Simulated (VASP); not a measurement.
# Ge6F in VASP: further runs

The runs below take Ge6F through single point, with PBE.

Everything below comes from runs of VASP 6.6.1. Logs are shortened: lines on timing, memory, paths and dates and some standing lists are left out, and cuts for length are marked.

**1. The cell of the first run**

The cell holds a slab with vacuum, 7 atoms: a = 4.074 Å, b = 5.762 Å, c = 19.524 Å, α = 90.00°, β = 90.00°, γ = 90.00°.

**2. Single point, PBE**

INCAR

```
ALGO     = Normal         # electronic algorithm
DIPOL    = 0.5 0.5 0.326
EDIFF    = 1E-6           # SCF threshold, eV
ENCUT    = 520            # plane-wave cutoff, eV
GGA      = PE             # functional
IDIPOL   = 3            
ISIF     = 2              # what is computed and relaxed
ISMEAR   = 0              # smearing method
LASPH    = True           # aspherical terms in the spheres
LCHARG   = False          # write CHGCAR
LDIPOL   = True         
LREAL    = False          # projectors in reciprocal space
LWAVE    = False          # write WAVECAR
NBANDS   = 54             # bands
NELM     = 60             # most SCF steps
PREC     = Accurate       # precision mode
SIGMA    = 0.1            # smearing width, eV
```

KPOINTS

```
k-points
0
Gamma
  7 5 1
```

POSCAR

```
Ge6F
1.0
    4.0740542126      0.0000000000      0.0000000000
    0.0000000000      5.7615827213      0.0000000000
    0.0000000000      0.0000000000     19.5242196736
Ge F
6 1
Direct
    0.5000000000      0.0000000000      0.2048737449
    0.0000000000      0.2500000000      0.2048737449
    0.0000000000      0.5005156572      0.3087424246
    0.5000000000      0.7494843428      0.3087424246
    0.5000000000      0.0069199665      0.4109879835
    0.0000000000      0.2430800335      0.4109879835
    0.8333333333      0.6735866331      0.4355177586
```

Potentials or basis: VASP PAW PBE potentials, release 64 (Ge_d, F).

The run is started by

```sh
> cat potpaw_PBE.64/Ge_d/POTCAR potpaw_PBE.64/F/POTCAR > POTCAR
> mpirun -np 1 vasp_std > vasp.out
```

OUTCAR:

```text
EDIFF = 1E-6
   ENCUT = 520
   GGA = PE
   ISIF = 2
   ISMEAR = 0
   LASPH = True
   LREAL = False
   NELM = 60
   PREC = Accurate

 ion  position               nearest neighbor table
   1  0.500  0.000  0.205-   4 2.49   2 2.49   2 2.49
   2  0.000  0.250  0.205-   3 2.49   1 2.49   1 2.49
   3  0.000  0.501  0.309-   6 2.49   2 2.49   4 2.49   4 2.49
   4  0.500  0.749  0.309-   5 2.49   1 2.49   3 2.49   3 2.49
   5  0.500  0.007  0.411-   7 2.40   6 2.45   6 2.45   4 2.49
   6  0.000  0.243  0.411-   5 2.45   5 2.45   3 2.49
   7  0.833  0.674  0.436-   5 2.40

  LATTYP: Found a simple orthorhombic cell.
 ALAT       =     4.0740542126
 B/A-ratio  =     1.4142135624
 C/A-ratio  =     4.7923318284

  Lattice vectors:

 A1 = (   4.0740542126,   0.0000000000,   0.0000000000)
 A2 = (   0.0000000000,   5.7615827213,   0.0000000000)
 A3 = (   0.0000000000,   0.0000000000,  19.5242196736)

Analysis of symmetry for initial positions (statically):
=====================================================================
 Subroutine PRICEL returns:
 Original cell was already a primitive cell.

 Routine SETGRP: Setting up the symmetry group for a
 simple orthorhombic supercell.

 Subroutine GETGRP returns: Found  1 space group operations
 (whereof  1 operations were pure point group operations)
 out of a pool of  8 trial point group operations.

The static configuration has the point symmetry C_1 .

Analysis of symmetry for dynamics (positions and initial velocities):
=====================================================================
 Subroutine PRICEL returns:
 Original cell was already a primitive cell.

 Routine SETGRP: Setting up the symmetry group for a
 simple orthorhombic supercell.

 Subroutine GETGRP returns: Found  1 space group operations
 (whereof  1 operations were pure point group operations)
 out of a pool of  8 trial point group operations.

The dynamic configuration has the point symmetry C_1 .

 Subroutine INISYM returns: Found  1 space group operations
 (whereof  1 operations are pure point group operations),
 and found     1 'primitive' translations

----------------------------------------------------------------------------------------

                                     Primitive cell

  volume of cell :     458.2920

  direct lattice vectors                    reciprocal lattice vectors
     4.074054213  0.000000000  0.000000000     0.245455742  0.000000000  0.000000000
     0.000000000  5.761582721  0.000000000     0.000000000  0.173563420  0.000000000
     0.000000000  0.000000000 19.524219674     0.000000000  0.000000000  0.051218436

  length of vectors
     4.074054213  5.761582721 19.524219674     0.245455742  0.173563420  0.051218436

  position of ions in fractional coordinates (direct lattice)
     0.500000000  0.000000000  0.204873745
     0.000000000  0.250000000  0.204873745
     0.000000000  0.500515657  0.308742425
     0.500000000  0.749484343  0.308742425
     0.500000000  0.006919966  0.410987984
     0.000000000  0.243080034  0.410987984
     0.833333333  0.673586633  0.435517759

  ion indices of the primitive-cell ions
   primitive index   ion index
                 1           1
                 2           2
                 3           3
                 4           4
                 5           5
                 6           6
                 7           7

----------------------------------------------------------------------------------------

 KPOINTS: k-points

Automatic generation of k-mesh.
 Grid dimensions read from file:
 generate k-points for:    7    5    1

 Generating k-lattice:

  Cartesian coordinates                     Fractional coordinates (reciprocal lattice)
     0.035065106  0.000000000  0.000000000     0.142857143  0.000000000  0.000000000
     0.000000000  0.034712684  0.000000000     0.000000000  0.200000000  0.000000000
     0.000000000  0.000000000  0.051218436     0.000000000  0.000000000  1.000000000

  Length of vectors
     0.035065106  0.034712684  0.051218436

  Shift w.r.t. Gamma in fractional coordinates (k-lattice)
     0.000000000  0.000000000  0.000000000

 Subroutine IBZKPT returns following result:
 ===========================================

 Found     18 irreducible k-points:

 Following reciprocal coordinates:
            Coordinates               Weight
  0.000000  0.000000  0.000000      1.000000
  0.142857  0.000000  0.000000      2.000000
  0.285714  0.000000  0.000000      2.000000
  0.428571  0.000000  0.000000      2.000000
  0.000000  0.200000  0.000000      2.000000
  0.142857  0.200000  0.000000      2.000000
[... 10 lines left out ...]
  0.428571  0.400000  0.000000      2.000000
  0.428571 -0.400000  0.000000      2.000000
   k-points           NKPTS =     18   k-points in BZ     NKDIM =     18   number of bands    NBANDS=     54
   number of dos      NEDOS =    301   number of ions     NIONS =      7
   total plane-waves  NPLWV = 216000
   dimension x,y,z NGX =    30 NGY =   48 NGZ =  150
   dimension x,y,z NGXF=    60 NGYF=   96 NGZF=  300
   ions per type =               6   1
   NGX,Y,Z   is equivalent  to a cutoff of  12.24, 13.85, 12.77 a.u.
   NGXF,Y,Z  is equivalent  to a cutoff of  24.48, 27.70, 25.54 a.u.
 SYSTEM =  unknown system
   PREC   = accura    normal or accurate (medium, high low for compatibility)
   ISTART =      0    job   : 0-new  1-cont  2-samecut
   ICHARG =      2    charge: 1-file 2-atom 10-const
   ISPIN  =      1    spin polarized calculation?
   LNONCOLLINEAR =      F non collinear calculations
   LSORBIT =      F    spin-orbit coupling
   LASPH  =      T    aspherical Exc in radial PAW
   ENCUT  =  520.0 eV  38.22 Ry    6.18 a.u.   7.58 10.71 36.30*2*pi/ulx,y,z
   NELM   =     60;   NELMIN=  2; NELMDL= -5     # of ELM steps
   EDIFF  = 0.1E-05   stopping-criterion for ELM
   LREAL  =      F    real-space projection
   EDIFFG = 0.1E-04   stopping-criterion for IOM
   NSW    =      0    number of steps for IOM
   IBRION =     -1    ionic relax: 0-MD 1-quasi-New 2-CG
   NFREE  =      0    steps in history (QN), initial steepest desc. (CG)
   ISIF   =      2    stress and relaxation
   ISYM   =      2    0-nonsym 1-usesym 2-fastsym
   POTIM  = 0.5000    time-step for ionic-motion
   TEBEG  =    0.0;   TEEND  =   0.0 temperature during run
   PSTRESS=    0.0 pullay stress
   NELECT =      91.0000    total number of electrons
   NUPDOWN=      -1.0000    fix difference up-down
   EMIN   =  10.00;   EMAX   =-10.00  energy-range for DOS
   EFERMI =   0.00;   METHOD = LEGACY
   ISMEAR =     0;   SIGMA  =   0.10  broadening in eV -4-tet -1-fermi 0-gaus
   EFERMI_NEDOS =   21; number of points for ismear=-14 and -15
   IALGO  =     38    algorithm
   IMIX   =      4    mixing-type and parameters
     AMIX     =   0.40;   BMIX     =  1.00
     AMIX_MAG =   1.60;   BMIX_MAG =  1.00
  volume/ion in A,a.u.               =      65.47       441.82
  Fermi-wavevector in a.u.,A,eV,Ry     =   0.955083  1.804846 12.411015  0.912184
  Thomas-Fermi vector in A             =   2.083889
   LORBIT       =      0    0 simple, 1 ext, 2 COOP (PROOUT), +10 PAW based schemes
   GGA     = PE    functional components
   LHFCALC =     F    Hartree Fock is set to
   AEXX    =    0.0000 exact exchange contribution
   IVDW    =     0    specifies the selected vdW correction
   LEPSILON=     F    determine dielectric tensor
   LRPA    =     F    only Hartree local field effects (RPA)
 non-spin polarized calculation
 Gauss-broadening in eV      SIGMA  =   0.10
  energy-cutoff  :      520.00
  volume of cell :      458.29
 maximum number of plane-waves:     12387
   NGX = 15   NGY = 21   NGZ = 73

 dipolmoment           0.000000      0.000000     -0.015820 electrons x Angstroem

 number of electron      90.9999932 magnetization

 dipolmoment           0.000000      0.000000      0.059366 electrons x Angstroem

 Free energy of the ion-electron system (eV)
  ---------------------------------------------------
  ext. energy  EPLUGINS =         0.00000000
  ---------------------------------------------------
  free energy    TOTEN  =       -28.18254191 eV

  energy without entropy =      -28.15505781  energy(sigma->0) =      -28.16879986

 E-fermi :  -1.9966     XC(G=0):  -3.9514

 val. band max:       -2.0053679876   @ k =   0.0000   0.0000   0.0000
 cond. band min:      -1.9888050559   @ k =   0.1429   0.2000   0.0000
 fundamental gap:      0.0165629317
 Fermi energy:        -1.9965800507

 k-point     1 :       0.0000    0.0000    0.0000
  band No.  band energies     occupation
      1     -26.7896      2.00000
      2     -26.7490      2.00000
      3     -26.7304      2.00000
      4     -26.7020      2.00000
      5     -26.6690      2.00000
      6     -26.6634      2.00000
[... 46 lines left out ...]
     53       1.7153      0.00000
     54       2.5348      0.00000

 k-point     2 :       0.1429    0.0000    0.0000
  band No.  band energies     occupation
      1     -26.7908      2.00000
      2     -26.7491      2.00000
      3     -26.7316      2.00000
      4     -26.7019      2.00000
      5     -26.6769      2.00000
      6     -26.6490      2.00000
[... 46 lines left out ...]
     53       1.7855      0.00000
     54       2.0506      0.00000

 k-point     3 :       0.2857    0.0000    0.0000
  band No.  band energies     occupation
      1     -26.7893      2.00000
      2     -26.7504      2.00000
      3     -26.7342      2.00000
      4     -26.7058      2.00000
      5     -26.6784      2.00000
      6     -26.6358      2.00000
[... 46 lines left out ...]
     53       2.4477      0.00000
     54       3.2855      0.00000
[... 742 lines left out ...]
 k-point    17 :       0.4286    0.4000    0.0000
  band No.  band energies     occupation
      1     -26.7837      2.00000
      2     -26.7539      2.00000
      3     -26.7370      2.00000
      4     -26.7092      2.00000
      5     -26.6802      2.00000
      6     -26.6449      2.00000
[... 46 lines left out ...]
     53       2.9320      0.00000
     54       3.4360      0.00000

 k-point    18 :       0.4286   -0.4000    0.0000
  band No.  band energies     occupation
      1     -26.7828      2.00000
      2     -26.7542      2.00000
      3     -26.7371      2.00000
      4     -26.7095      2.00000
      5     -26.6808      2.00000
      6     -26.6447      2.00000
[... 46 lines left out ...]
     53       2.8701      0.00000
     54       3.4539      0.00000

------------------------ aborting loop because EDIFF is reached ----------------------------------------

 vacuum level on the upper side and lower side of the slab       (xc-potential included)         0.105        -0.338

  FORCE on cell =-STRESS in cart. coord.  units (eV):
  Direction    XX          YY          ZZ          XY          YZ          ZX
  --------------------------------------------------------------------------------------
  -------------------------------------------------------------------------------------
  Total        0.7254633     -2.1837744      0.8546033      1.1249352      0.0769507     -0.1885746
  in kB        2.5362015     -7.6344204      2.9876716      3.9327452      0.2690178     -0.6592521
  external PRESSURE =      -0.7035158 kB  Pullay stress =       0.0000000 kB

 VOLUME and BASIS-vectors are now :
 -----------------------------------------------------------------------------
  energy-cutoff  :      520.00
  volume of cell :      458.29
      direct lattice vectors                 reciprocal lattice vectors
     4.074054213  0.000000000  0.000000000     0.245455742  0.000000000  0.000000000
     0.000000000  5.761582721  0.000000000     0.000000000  0.173563420  0.000000000
     0.000000000  0.000000000 19.524219674     0.000000000  0.000000000  0.051218436

 POSITION                                       TOTAL-FORCE (eV/Angst)
 -----------------------------------------------------------------------------------
      2.03703      0.00000      4.00000        -0.100319      0.303135     -0.083790
      0.00000      1.44040      4.00000         0.105889     -0.364559     -0.059531
      0.00000      2.88376      6.02795         0.048560     -0.032442      0.030214
      2.03703      4.31822      6.02795        -0.050003      0.140409     -0.206439
      2.03703      0.03987      8.02422         0.728006     -0.921530      0.166224
      0.00000      1.40053      8.02422        -0.379472      0.783030      0.145742
      3.39505      3.88093      8.50314        -0.352661      0.091956      0.007580
 -----------------------------------------------------------------------------------
    total drift:                                0.000030     -0.000614     -0.000862

  FREE ENERGIE OF THE ION-ELECTRON SYSTEM (eV)
  ---------------------------------------------------
  free  energy   TOTEN  =       -28.1825419082 eV

  energy  without entropy=      -28.1550578050  energy(sigma->0) =      -28.16879986

 vacuum level on the upper side and lower side of the slab         3.045         2.583
```

Run time: 17 min. Hardware: 1 thread of Oxide Virtual Turin-like, shared host; peak memory 0.67 GiB.

Results:

```yaml
Free_energy: -28.1825 eV
Largest_force: 1.186 eV/Å
Band_gap_on_the_k_mesh: zero (an odd number of electrons rules out a gap without spin polarisation)
```

Forces on the atoms (eV/Å):
```
Ge  -0.100  0.303 -0.084
Ge   0.106 -0.365 -0.060
Ge   0.049 -0.032  0.030
Ge  -0.050  0.140 -0.206
Ge   0.728 -0.922  0.166
Ge  -0.379  0.783  0.146
F   -0.353  0.092  0.008
```

Caveat: an odd number of electrons without spin polarisation forces a metal; a magnetic or distorted state may lie lower.

**3. Single point, PBE**

INCAR

```
PREC = Accurate ; ENCUT = 520
EDIFF = 1E-7 ; ISMEAR = 0
SIGMA = 0.1 ; LREAL = False
LASPH = True ; NELM = 60
ALGO = Normal ; ISIF = 2
LWAVE = False ; LCHARG = False
LDIPOL = True ; IDIPOL = 3
DIPOL = 0.5 0.5 0.336 ; GGA = PE
NBANDS = 54
```

KPOINTS

```
regular mesh
0
Gamma
  7 5 1
```

Edit POSCAR of step 2 so:

```diff
@@ -14,2 +14,2 @@
     0.0000000000      0.2430800335      0.4109879835
-    0.8333333333      0.6735866331      0.4355177586
+    0.6666666667      0.0069199665      0.5001546380
```

Potentials or basis: VASP PAW PBE potentials, release 64 (Ge_d, F).

The run is started by

```sh
> cat potpaw_PBE.64/Ge_d/POTCAR potpaw_PBE.64/F/POTCAR > POTCAR
> mpirun -np 1 vasp_std > vasp.out
```

It took 19 min on 1 thread of Oxide Virtual Turin-like, shared host; peak memory 0.67 GiB.

The run converged. Its results:

* Free energy: -28.6634 eV
* Largest force: 0.950 eV/Å
* Band gap on the k mesh: zero (an odd number of electrons rules out a gap without spin polarisation)

Forces on the atoms (eV/Å):
```
Ge  -0.081 -0.033 -0.307
Ge   0.077 -0.229  0.461
Ge   0.102 -0.035  0.044
Ge   0.022 -0.133 -0.272
Ge   0.507  0.616  0.515
Ge  -0.180  0.471 -0.520
F   -0.448 -0.657  0.078
```

Levels at points of the mesh, in eV from the Fermi level:
```csv
k point,band 41,band 42,band 43,band 44,band 45,band 46,band 47,band 48,band 49,band 50
"(0.00, 0.00, 0.00)",-2.43,-2.03,-1.50,-0.86,-0.17,0.30,0.54,1.48,2.10,2.33
```

Caveat: an odd number of electrons without spin polarisation forces a metal; a magnetic or distorted state may lie lower.
